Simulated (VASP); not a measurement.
Runs of VASP 6.6.1 on Nb. The structure is that of space group Fm-3m (No. 225), or close to it. The cells are those of the table. 

```tsv
cell	gap on the mesh (eV)	pressure (GPa)
a = 2.917, b = 2.917, c = 2.842 Å, angles 60.9, 60.9, 58.3°, 1 atom	none	(a)
a = 2.956, b = 2.956, c = 2.842 Å, angles 61.3, 61.3, 57.5°, 1 atom	none	11.6
a = 2.879, b = 2.879, c = 2.842 Å, angles 60.4, 60.4, 59.1°, 1 atom	none	23.8
a = 3.141 Å, angles 60.0°, 1 atom	none	-19.1
a = 2.954, b = 2.954, c = 2.916 Å, angles 60.4, 60.4, 59.2°, 1 atom	none	(b)
a = 3.067, b = 3.067, c = 2.991 Å, angles 60.8, 60.8, 58.4°, 1 atom	none	-9.1
```

Alike in all rows: task single point; level PBE; potentials or basis VASP PAW PBE potentials, release 64 (Nb_sv); no spin polarisation; k mesh 20 × 20 × 20; cutoff (eV) 520; smearing gaussian 0.15 eV.

Question: Estimate the missing entries.

Answer: (a) 17.4; (b) 7.0.

Caveats: the cell stands under pressure (at least some runs); the cell stands under tension (at least some runs).

A k mesh can miss the band edges, and the runs leave out spin-orbit coupling on Nb.

A gap of «none» marks levels without a gap at the run's occupations.
